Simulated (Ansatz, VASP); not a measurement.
# Zn3Rh: VASP beside Ansatz

```
Zn Rh
1.0
    -1.80362    1.80362    3.95440
     1.80362   -1.80362    3.95440
     1.80362    1.80362   -3.95440
Zn Rh
3 1
Direct
  0.75000 0.25000 0.50000
  0.25000 0.75000 0.50000
  0.50000 0.50000 0.00000
  0.00000 0.00000 0.00000
```

Alike in both runs: functional LDA; k mesh 16 × 16 × 16; occupations gaussian, width 0.1 eV; no spin polarisation.

Ansatz relaxed the structure, and its values are those at the end. VASP's run is a single point on that final structure, the one shown.

|  | VASP | Ansatz |
| --- | --- | --- |
| version | VASP 6.6.1 | Ansatz 0.2.0 |
| potentials or method | VASP PAW LDA potentials, release 64 (Zn, Rh_pv), cutoff 520 eV | scalar-relativistic, plane waves, PAW |
| valence electrons in the cell | 51 | 53 |

|  | VASP | Ansatz | Ansatz less VASP |
| --- | --- | --- | --- |
| gap on the k mesh at the Fermi level (eV) | none | none | - |
| pressure (GPa) | 1.1 | 0.0 | -1.09 |

LDA's correlation is that of Perdew and Zunger in VASP and of Perdew and Wang (1992) in Ansatz. A gap of «none» marks a metal or a gap that the smearing closes. VASP's potentials hold 51 valence electrons a cell and Ansatz's 53, so a difference there can come from the potentials and not from the codes.
